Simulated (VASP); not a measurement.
Here is a VASP 6.6.1 calculation.

INCAR

```
ALGO     = Normal         # electronic algorithm
EDIFF    = 1E-7           # SCF threshold, eV
ENCUT    = 520            # plane-wave cutoff, eV
ISIF     = 2              # what is computed and relaxed
ISMEAR   = 0              # smearing method
LASPH    = True           # aspherical terms in the spheres
LCHARG   = False          # write CHGCAR
LREAL    = False          # projectors in reciprocal space
LWAVE    = False          # write WAVECAR
NBANDS   = 18             # bands
NELM     = 100            # most SCF steps
PREC     = Accurate       # precision mode
SIGMA    = 0.15           # smearing width, eV
```

Contents of KPOINTS:

```
k-points
0
Gamma
  20 20 20
```

POSCAR

```
Si2W
1.0
   -1.6034242191      1.6034242191      3.6817826920
    1.6034242191     -1.6034242191      3.6817826920
    1.6034242191      1.6034242191     -3.6817826920
Si W
2 1
Direct
    0.3346644983      0.3346644983      0.0000000000
    0.6653355017      0.6653355017      0.0000000000
    0.0000000000      0.0000000000      0.0000000000
```

Potentials or basis: VASP PAW LDA potentials, release 64 (Si, W_sv).

The run is started by

```bash
$ cat potpaw_LDA.64/Si/POTCAR potpaw_LDA.64/W_sv/POTCAR > POTCAR
$ mpirun -np 1 vasp_std > vasp.out
```

(1) What does it give for the largest force?

(2) What does it give for the band gap on the k mesh?

(3) What does it give for the pressure?

## Answers

(1) 0.059 eV/Å.

(2) zero (bands 11 and 12 overlap by 0.98 eV).

(3) 14.3 GPa.

Caveat: the stress differs along the axes, from 3 to 37 GPa; spin-orbit coupling is left out, which moves the levels of the heavy elements.
